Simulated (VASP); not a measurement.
# Al7Ru8 (a cell with a defect) in VASP: further runs

Al7Ru8 (a cell with a defect) is run at these levels: PBE; tasks: single point.

Everything below comes from runs of VASP 6.6.1. Logs are shortened: lines on timing, memory, paths and dates and some standing lists are left out, and cuts for length are marked.

## 1. The cell of the first run

The cell holds a defect, 15 atoms: a = 6.017 Å, b = 6.017 Å, c = 6.017 Å, α = 90.00°, β = 90.00°, γ = 90.00°.

## 2. Single point, PBE

Contents of INCAR:

```
PREC = Accurate
ENCUT = 520
EDIFF = 1E-7
ISMEAR = -1
SIGMA = 0.1
LREAL = Auto
LASPH = T
NELM = 80
ALGO = Normal
ISIF = 2
LWAVE = F
LCHARG = F
GGA = PE
NBANDS = 80
```

Contents of KPOINTS:

```
regular mesh
0
Gamma
  2 2 2
```

Contents of POSCAR:

```
Al7Ru8
1.0
    6.0171100000      0.0000000000      0.0000000000
    0.0000000000      6.0171100000      0.0000000000
    0.0000000000      0.0000000000      6.0171100000
Ru Al
8 7
Direct
    0.2474222675      0.2485513810      0.2525250494
    0.2474327376      0.2485206353      0.7470862258
    0.2474046511      0.7539051139      0.2525107568
    0.2474373910      0.7539011253      0.7471355850
    0.7528580997      0.2484948754      0.2525611132
    0.7528278526      0.2484834081      0.7471068337
    0.7528265230      0.7539232289      0.2525159088
    0.7528087404      0.7539353610      0.7471390751
    0.0001636998      0.0012294939     -0.0001776600
    0.0000596632      0.5011734869     -0.0002295122
    0.0001110168      0.5013164127      0.4998387930
    0.5001071943      0.0012537580     -0.0001650294
    0.5000365624      0.0011817966      0.4997809580
    0.5001317908      0.5012462794     -0.0001627027
    0.5001771615      0.5012236771      0.4998218414
```

Potentials or basis: VASP PAW PBE potentials, release 64 (Ru_pv, Al).

Started as:

```sh
$ cat potpaw_PBE.64/Ru_pv/POTCAR potpaw_PBE.64/Al/POTCAR > POTCAR
$ mpirun -np 1 vasp_std > vasp.out
```

OUTCAR:

```text
PREC = Accurate
   ENCUT = 520
   EDIFF = 1E-7
   ISMEAR = -1
   LREAL = Auto
   LASPH = T
   NELM = 80
   ISIF = 2
   GGA = PE

 ion  position               nearest neighbor table
   1  0.247  0.249  0.253-  13 2.60   9 2.60  11 2.60  12 2.61  15 2.62  10 2.62  14 2.63   2 2.98
                             5 2.98   3 2.98   3 3.04   5 3.04   2 3.04
   2  0.247  0.249  0.747-  13 2.60   9 2.60  11 2.60  12 2.61  10 2.62  15 2.62  14 2.63   1 2.98
                             6 2.98   4 2.98   4 3.04   6 3.04   1 3.04
   3  0.247  0.754  0.253-  13 2.60  11 2.60   9 2.60  12 2.62  15 2.62  10 2.62  14 2.63   7 2.98
                             4 2.98   1 2.98   1 3.04   4 3.04   7 3.04
   4  0.247  0.754  0.747-  11 2.60  13 2.60   9 2.60  12 2.62  15 2.62  10 2.62  14 2.63   2 2.98
                             3 2.98   8 2.98   8 3.04   3 3.04   2 3.04
   5  0.753  0.248  0.253-   9 2.60  11 2.60  13 2.60  15 2.61  10 2.61  12 2.62  14 2.63   6 2.98
                             1 2.98   7 2.98   7 3.04   1 3.04   6 3.04
   6  0.753  0.248  0.747-   9 2.60  11 2.60  13 2.60  10 2.61  15 2.61  12 2.61  14 2.63   5 2.98
                             8 2.98   2 2.98   2 3.04   8 3.04   5 3.04
   7  0.753  0.754  0.253-  11 2.60  13 2.60   9 2.60  15 2.61  10 2.62  12 2.62  14 2.63   5 2.98
                             3 2.98   8 2.98   8 3.04   3 3.04   5 3.04
   8  0.753  0.754  0.747-  11 2.60   9 2.60  13 2.60  10 2.61  15 2.61  12 2.62  14 2.63   6 2.98
                             7 2.98   4 2.98   4 3.04   7 3.04   6 3.04
   9  0.000  0.001  1.000-   3 2.60   1 2.60   4 2.60   2 2.60   6 2.60   5 2.60   8 2.60   7 2.60
                            12 3.01  10 3.01  10 3.01  12 3.01
  10  0.000  0.501  1.000-   6 2.61   8 2.61   5 2.61   2 2.62   7 2.62   1 2.62   4 2.62   3 2.62
                            14 3.01  11 3.01   9 3.01   9 3.01  11 3.01  14 3.01
  11  0.000  0.501  0.500-   4 2.60   3 2.60   7 2.60   8 2.60   5 2.60   2 2.60   6 2.60   1 2.60
                            10 3.01  15 3.01  15 3.01  10 3.01
  12  0.500  0.001  1.000-   1 2.61   6 2.61   2 2.61   8 2.62   5 2.62   4 2.62   3 2.62   7 2.62
                             9 3.01  13 3.01  14 3.01  14 3.01  13 3.01   9 3.01
  13  0.500  0.001  0.500-   3 2.60   4 2.60   1 2.60   2 2.60   7 2.60   5 2.60   8 2.60   6 2.60
                            12 3.01  15 3.01  15 3.01  12 3.01
  14  0.500  0.501  1.000-   7 2.63   4 2.63   3 2.63   8 2.63   1 2.63   2 2.63   6 2.63   5 2.63
                            10 3.01  15 3.01  12 3.01  12 3.01  15 3.01  10 3.01
  15  0.500  0.501  0.500-   7 2.61   8 2.61   5 2.61   6 2.61   2 2.62   1 2.62   4 2.62   3 2.62
                            11 3.01  13 3.01  14 3.01  14 3.01  13 3.01  11 3.01

  LATTYP: Found a simple cubic cell.
 ALAT       =     6.0171100000

  Lattice vectors:

 A1 = (   6.0171100000,   0.0000000000,   0.0000000000)
 A2 = (   0.0000000000,   6.0171100000,   0.0000000000)
 A3 = (   0.0000000000,   0.0000000000,   6.0171100000)

Analysis of symmetry for initial positions (statically):
=====================================================================
 Subroutine PRICEL returns:
 Original cell was already a primitive cell.

 Routine SETGRP: Setting up the symmetry group for a
 simple cubic supercell.

 Subroutine GETGRP returns: Found  1 space group operations
 (whereof  1 operations were pure point group operations)
 out of a pool of 48 trial point group operations.

The static configuration has the point symmetry C_1 .

Analysis of symmetry for dynamics (positions and initial velocities):
=====================================================================
 Subroutine PRICEL returns:
 Original cell was already a primitive cell.

 Routine SETGRP: Setting up the symmetry group for a
 simple cubic supercell.

 Subroutine GETGRP returns: Found  1 space group operations
 (whereof  1 operations were pure point group operations)
 out of a pool of 48 trial point group operations.

The dynamic configuration has the point symmetry C_1 .

 Subroutine INISYM returns: Found  1 space group operations
 (whereof  1 operations are pure point group operations),
 and found     1 'primitive' translations

----------------------------------------------------------------------------------------

                                     Primitive cell

  volume of cell :     217.8532

  direct lattice vectors                    reciprocal lattice vectors
     6.017110000  0.000000000  0.000000000     0.166192740  0.000000000  0.000000000
     0.000000000  6.017110000  0.000000000     0.000000000  0.166192740  0.000000000
     0.000000000  0.000000000  6.017110000     0.000000000  0.000000000  0.166192740

  length of vectors
     6.017110000  6.017110000  6.017110000     0.166192740  0.166192740  0.166192740

  position of ions in fractional coordinates (direct lattice)
     0.247422267  0.248551381  0.252525049
     0.247432738  0.248520635  0.747086226
     0.247404651  0.753905114  0.252510757
     0.247437391  0.753901125  0.747135585
     0.752858100  0.248494875  0.252561113
     0.752827853  0.248483408  0.747106834
     0.752826523  0.753923229  0.252515909
     0.752808740  0.753935361  0.747139075
     0.000163700  0.001229494  0.999822340
     0.000059663  0.501173487  0.999770488
     0.000111017  0.501316413  0.499838793
     0.500107194  0.001253758  0.999834971
     0.500036562  0.001181797  0.499780958
     0.500131791  0.501246279  0.999837297
     0.500177161  0.501223677  0.499821841

  ion indices of the primitive-cell ions
   primitive index   ion index
                 1           1
                 2           2
                 3           3
                 4           4
                 5           5
                 6           6
                 7           7
                 8           8
                 9           9
                10          10
                11          11
                12          12
                13          13
                14          14
                15          15

----------------------------------------------------------------------------------------

 KPOINTS: regular mesh

Automatic generation of k-mesh.
 Grid dimensions read from file:
 generate k-points for:    2    2    2

 Generating k-lattice:

  Cartesian coordinates                     Fractional coordinates (reciprocal lattice)
     0.083096370  0.000000000  0.000000000     0.500000000  0.000000000  0.000000000
     0.000000000  0.083096370  0.000000000     0.000000000  0.500000000  0.000000000
     0.000000000  0.000000000  0.083096370     0.000000000  0.000000000  0.500000000

  Length of vectors
     0.083096370  0.083096370  0.083096370

  Shift w.r.t. Gamma in fractional coordinates (k-lattice)
     0.000000000  0.000000000  0.000000000

 Subroutine IBZKPT returns following result:
 ===========================================

 Found      8 irreducible k-points:

 Following reciprocal coordinates:
            Coordinates               Weight
  0.000000  0.000000  0.000000      1.000000
  0.500000  0.000000  0.000000      1.000000
  0.000000  0.500000  0.000000      1.000000
  0.000000  0.000000  0.500000      1.000000
  0.500000  0.500000  0.000000      1.000000
  0.000000  0.500000  0.500000      1.000000
  0.500000  0.000000  0.500000      1.000000
  0.500000  0.500000  0.500000      1.000000
   k-points           NKPTS =      8   k-points in BZ     NKDIM =      8   number of bands    NBANDS=     80
   number of dos      NEDOS =    301   number of ions     NIONS =     15
   total plane-waves  NPLWV = 110592
   dimension x,y,z NGX =    48 NGY =   48 NGZ =   48
   dimension x,y,z NGXF=    96 NGYF=   96 NGZF=   96
   ions per type =               8   7
   NGX,Y,Z   is equivalent  to a cutoff of  13.26, 13.26, 13.26 a.u.
   NGXF,Y,Z  is equivalent  to a cutoff of  26.52, 26.52, 26.52 a.u.
 SYSTEM =  unknown system
   PREC   = accura    normal or accurate (medium, high low for compatibility)
   ISTART =      0    job   : 0-new  1-cont  2-samecut
   ICHARG =      2    charge: 1-file 2-atom 10-const
   ISPIN  =      1    spin polarized calculation?
   LNONCOLLINEAR =      F non collinear calculations
   LSORBIT =      F    spin-orbit coupling
   LASPH  =      T    aspherical Exc in radial PAW
   ENCUT  =  520.0 eV  38.22 Ry    6.18 a.u.  11.19 11.19 11.19*2*pi/ulx,y,z
   NELM   =     80;   NELMIN=  2; NELMDL= -5     # of ELM steps
   EDIFF  = 0.1E-06   stopping-criterion for ELM
   LREAL  =      T    real-space projection
   EDIFFG = 0.1E-05   stopping-criterion for IOM
   NSW    =      0    number of steps for IOM
   IBRION =     -1    ionic relax: 0-MD 1-quasi-New 2-CG
   NFREE  =      0    steps in history (QN), initial steepest desc. (CG)
   ISIF   =      2    stress and relaxation
   ISYM   =      2    0-nonsym 1-usesym 2-fastsym
   POTIM  = 0.5000    time-step for ionic-motion
   TEBEG  =    0.0;   TEEND  =   0.0 temperature during run
   PSTRESS=    0.0 pullay stress
   NELECT =     133.0000    total number of electrons
   NUPDOWN=      -1.0000    fix difference up-down
   EMIN   =  10.00;   EMAX   =-10.00  energy-range for DOS
   EFERMI =   0.00;   METHOD = LEGACY
   ISMEAR =    -1;   SIGMA  =   0.10  broadening in eV -4-tet -1-fermi 0-gaus
   EFERMI_NEDOS =   21; number of points for ismear=-14 and -15
   IALGO  =     38    algorithm
   IMIX   =      4    mixing-type and parameters
     AMIX     =   0.40;   BMIX     =  1.00
     AMIX_MAG =   1.60;   BMIX_MAG =  1.00
  volume/ion in A,a.u.               =      14.52        98.01
  Fermi-wavevector in a.u.,A,eV,Ry     =   1.388793  2.624438 26.242171  1.928745
  Thomas-Fermi vector in A             =   2.512885
   LORBIT       =      0    0 simple, 1 ext, 2 COOP (PROOUT), +10 PAW based schemes
   GGA     = PE    functional components
   LHFCALC =     F    Hartree Fock is set to
   AEXX    =    0.0000 exact exchange contribution
   IVDW    =     0    specifies the selected vdW correction
   LEPSILON=     F    determine dielectric tensor
   LRPA    =     F    only Hartree local field effects (RPA)
 non-spin polarized calculation
  energy-cutoff  :      520.00
  volume of cell :      217.85
 maximum number of plane-waves:      5904
 NGX is ok and might be reduce to    48
   NGX = 23   NGY = 23   NGZ = 23

 number of electron     133.0000003 magnetization

 Free energy of the ion-electron system (eV)
  ---------------------------------------------------
  ext. energy  EPLUGINS =         0.00000000
  ---------------------------------------------------
  free energy    TOTEN  =      -108.17658193 eV

  energy without entropy =     -107.90097690  energy(sigma->0) =     -108.03877941

 E-fermi :   9.5751     XC(G=0): -12.1999

 val. band max:        9.4569608070   @ k =   0.0000   0.5000   0.0000
 cond. band min:       9.7304177137   @ k =   0.0000   0.0000   0.0000
 fundamental gap:      0.2734569067
 Fermi energy:         9.5750666728

 k-point     1 :       0.0000    0.0000    0.0000
  band No.  band energies     occupation
      1     -32.3908      2.00000
      2     -32.3908      2.00000
      3     -32.3665      2.00000
      4     -32.3665      2.00000
      5     -32.3665      2.00000
      6     -32.3278      2.00000
[... 70 lines left out ...]
     77      11.9714      0.00000
     78      12.8684      0.00000
[... 565 lines left out ...]
     77      14.9456      0.00000
     78      14.9799      0.00000
 [bands above 78 left out]

------------------------ aborting loop because EDIFF is reached ----------------------------------------

  FORCE on cell =-STRESS in cart. coord.  units (eV):
  Direction    XX          YY          ZZ          XY          YZ          ZX
  --------------------------------------------------------------------------------------
  -------------------------------------------------------------------------------------
  Total      -10.2435048    -10.2249165    -10.2433460      0.0048140     -0.0054640     -0.0036188
  in kB      -75.3347420    -75.1980362    -75.3335741      0.0354039     -0.0401842     -0.0266138
  external PRESSURE =     -75.2887841 kB  Pullay stress =       0.0000000 kB

 VOLUME and BASIS-vectors are now :
 -----------------------------------------------------------------------------
  energy-cutoff  :      520.00
  volume of cell :      217.85
      direct lattice vectors                 reciprocal lattice vectors
     6.017110000  0.000000000  0.000000000     0.166192740  0.000000000  0.000000000
     0.000000000  6.017110000  0.000000000     0.000000000  0.166192740  0.000000000
     0.000000000  0.000000000  6.017110000     0.000000000  0.000000000  0.166192740

 POSITION                                       TOTAL-FORCE (eV/Angst)
 -----------------------------------------------------------------------------------
      1.48877      1.49556      1.51947        -0.001651     -0.001304      0.001151
      1.48883      1.49538      4.49530        -0.001364     -0.000477      0.001063
      1.48866      4.53633      1.51938        -0.000845     -0.000346      0.000790
      1.48886      4.53631      4.49560        -0.002219      0.000807     -0.000178
      4.53003      1.49522      1.51969        -0.001131     -0.000772     -0.000391
      4.52985      1.49515      4.49542        -0.000202     -0.000861     -0.001115
      4.52984      4.53644      1.51942         0.000517      0.001012      0.001479
      4.52973      4.53651      4.49562         0.000583      0.001870     -0.001211
      0.00098      0.00740      6.01604        -0.000466      0.000249     -0.000651
      0.00036      3.01562      6.01573         0.001956      0.002529      0.001122
      0.00067      3.01648      3.00758         0.001253     -0.003739     -0.000723
      3.00920      0.00754      6.01612         0.000850      0.000360     -0.000470
      3.00877      0.00711      3.00724         0.003168      0.002080      0.000472
      3.00935      3.01605      6.01613         0.000941     -0.002061     -0.000945
      3.00962      3.01592      3.00748        -0.001393      0.000652     -0.000393
 -----------------------------------------------------------------------------------
    total drift:                                0.004739      0.023322     -0.005871

  FREE ENERGIE OF THE ION-ELECTRON SYSTEM (eV)
  ---------------------------------------------------
  free  energy   TOTEN  =      -108.1765819263 eV

  energy  without entropy=     -107.9009769012  energy(sigma->0) =     -108.03877941
```

Run time: 2.3 min. Hardware: 1 thread of Intel Xeon 6975P-C (Granite Rapids), shared host; peak memory 0.36 GiB.

Results:

```yaml
Free_energy: -108.1766 eV
Pressure: -7.5 GPa
Largest_force: 0.004 eV/Å
Band_gap_on_the_k_mesh: zero (an odd number of electrons rules out a gap without spin polarisation)
```

Forces in eV/Å, atoms in the order of the input:
```
Ru  -0.002 -0.001  0.001
Ru  -0.001  0.000  0.001
Ru  -0.001  0.000  0.001
Ru  -0.002  0.001  0.000
Ru  -0.001 -0.001  0.000
Ru   0.000 -0.001 -0.001
Ru   0.001  0.001  0.001
Ru   0.001  0.002 -0.001
Al   0.000  0.000 -0.001
Al   0.002  0.003  0.001
Al   0.001 -0.004 -0.001
Al   0.001  0.000  0.000
Al   0.003  0.002  0.000
Al   0.001 -0.002 -0.001
Al  -0.001  0.001  0.000
```

Levels at points of the mesh, in eV from the Fermi level:
| k point | band 65 | band 66 | band 67 | band 68 | band 69 | band 70 |
| --- | --- | --- | --- | --- | --- | --- |
| (0.00, 0.00, 0.00) | 0.30 | 0.30 | 0.45 | 0.45 | 0.65 | 1.55 |
| (0.50, 0.00, 0.00) | -0.26 | -0.12 | 0.41 | 0.45 | 1.59 | 1.60 |
| (0.00, 0.50, 0.00) | -0.26 | -0.12 | 0.41 | 0.45 | 1.59 | 1.60 |
| (0.00, 0.00, 0.50) | -0.26 | -0.12 | 0.41 | 0.45 | 1.59 | 1.60 |
| (0.50, 0.50, 0.00) | -0.43 | -0.20 | -0.15 | -0.15 | 0.92 | 1.04 |
| (0.00, 0.50, 0.50) | -0.43 | -0.20 | -0.15 | -0.15 | 0.92 | 1.04 |
| (0.50, 0.00, 0.50) | -0.43 | -0.20 | -0.15 | -0.15 | 0.92 | 1.04 |
| (0.50, 0.50, 0.50) | -1.06 | -1.06 | -0.71 | -0.71 | -0.71 | -0.60 |

Caveat: the k points lie up to 0.52 Å⁻¹ apart, too coarse for converged energies and pressures of a metal.

[end of part 1 of 2]

The gap in the log of VASP goes by the Fermi energy; the results here count the filled bands.